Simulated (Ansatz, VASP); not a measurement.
Given: the input of a run of VASP 6.6.1 on AgCl.

File POSCAR:

```
AgCl
1.0
    0.0000000000      2.6791680073      2.6791680073
    2.6791680073      0.0000000000      2.6791680073
    2.6791680073      2.6791680073      0.0000000000
Ag Cl
1 1
Direct
    0.0000000000      0.0000000000      0.0000000000
    0.5000000000      0.5000000000      0.5000000000
```

Contents of INCAR.step1:

```
PREC     = Accurate       # precision mode
ENCUT    = 520            # plane-wave cutoff, eV
ISMEAR   = -1             # smearing method
SIGMA    = 0.05           # smearing width, eV
LREAL    = False          # projectors in reciprocal space
LASPH    = True           # aspherical terms in the spheres
NELM     = 100            # most SCF steps
NBANDS   = 16             # bands
GGA      = PE             # functional
ALGO     = Normal         # electronic algorithm
EDIFF    = 1E-4           # SCF threshold, eV
LWAVE    = True           # write WAVECAR
LCHARG   = False          # write CHGCAR
```

The input INCAR.step2:

```
PREC     = Accurate       # precision mode
ENCUT    = 520            # plane-wave cutoff, eV
EDIFF    = 1E-7           # SCF threshold, eV
ISMEAR   = -1             # smearing method
SIGMA    = 0.05           # smearing width, eV
LREAL    = False          # projectors in reciprocal space
LASPH    = True           # aspherical terms in the spheres
NELM     = 100            # most SCF steps
ALGO     = Normal         # electronic algorithm
ISIF     = 2              # what is computed and relaxed
LWAVE    = False          # write WAVECAR
LCHARG   = True           # write CHGCAR
METAGGA  = R2SCAN         # meta-GGA
LMIXTAU  = True         
LELF     = True           # ELF
LVHAR    = True         
NBANDS   = 16             # bands
ISTART   = 1
```

Contents of KPOINTS:

```
regular mesh
0
Gamma
  8 8 8
```

Potentials or basis: VASP PAW PBE potentials, release 64 (Ag, Cl).

Run with:

```console
$ cat potpaw_PBE.64/Ag/POTCAR potpaw_PBE.64/Cl/POTCAR > POTCAR
$ cp INCAR.step1 INCAR
$ mpirun -np 1 vasp_std > vasp.out
$ cp INCAR.step2 INCAR
$ mpirun -np 1 vasp_std > vasp.out
```

Task: Set up the same calculation for Ansatz 0.2.0. Potentials there: Ansatz PAW.

Result: As run (the cutoff follows the program's own potentials):

File input.yaml:

```yaml
crystal:
  lattice:
    - [0.0, 2.6791680073, 2.6791680073]
    - [2.6791680073, 0.0, 2.6791680073]
    - [2.6791680073, 2.6791680073, 0.0]
  atoms:
    - { symbol: Ag, position: [0.0, 0.0, 0.0] }
    - { symbol: Cl, position: [0.5, 0.5, 0.5] }
hamiltonian:
  xc: r2scan
  pseudopotentials: { kind: paw }
kpoints:
  mp_grid: { grid: [8, 8, 8] }
scf:
  occupations: { method: fermi_dirac, width: 0.05 }
output:
  forces: true
  stress: true
  eigenvalues: true
```

Potentials or basis: Ansatz PAW.

Command:

```sh
$ ansatz run input.yaml --threads 2 --pin off --max-ram 5632MiB --backend cpu --events-out ev --progress --plain --runs-dir out
```

Both were run:

|  | VASP | Ansatz | Ansatz less VASP |
| --- | --- | --- | --- |
| gap on the k mesh at the Fermi level (eV) | 1.45 | 1.50 | +0.054 |
| least direct gap on the mesh (eV) | 4.11 | 4.16 | +0.045 |
| pressure (GPa) | 6.7 | 6.8 | +0.05 |

VASP's potentials were made for PBE, not for r2SCAN. VASP's potentials hold 18 valence electrons a cell and Ansatz's 26, so a difference there can come from the potentials and not from the codes.
